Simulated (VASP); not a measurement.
Input of a VASP 6.6.1 run:

Contents of INCAR:

```
SYSTEM = HRh2
  ALGO = Normal
  EDIFF = 1E-6
  ENCUT = 520
  GGA = PE
  ISIF = 2
  ISMEAR = -1
  LASPH = .TRUE.
  LCHARG = .TRUE.
  LELF = .TRUE.
  LREAL = .FALSE.
  LVHAR = .TRUE.
  LWAVE = .FALSE.
  NBANDS = 22
  NELM = 60
  PREC = Accurate
  SIGMA = 0.05
```

File KPOINTS:

```
k-points
0
G
  9 9 9
  0 0 0
```

Contents of POSCAR:

```
HRh2
1.0
    0.0000000000      2.5590982709      2.5590982709
    2.5590982709      0.0000000000      2.5590982709
    2.5590982709      2.5590982709      0.0000000000
H Rh
1 2
Direct
    0.0000000000      0.0000000000      0.0000000000
    0.2500000000      0.2500000000      0.2500000000
    0.7500000000      0.7500000000      0.7500000000
```

Potentials or basis: VASP PAW PBE potentials, release 64 (H, Rh_pv).

The run is started by

```console
$ cat potpaw_PBE.64/H/POTCAR potpaw_PBE.64/Rh_pv/POTCAR > POTCAR
$ mpirun -np 1 vasp_std > vasp.out
```

Task: What does it give for the band gap on the k mesh?

Result: Zero (an odd number of electrons rules out a gap without spin polarisation).

Task: What does it give for the pressure?

Result: 4.2 GPa.

Caveat: the cell stands under pressure.
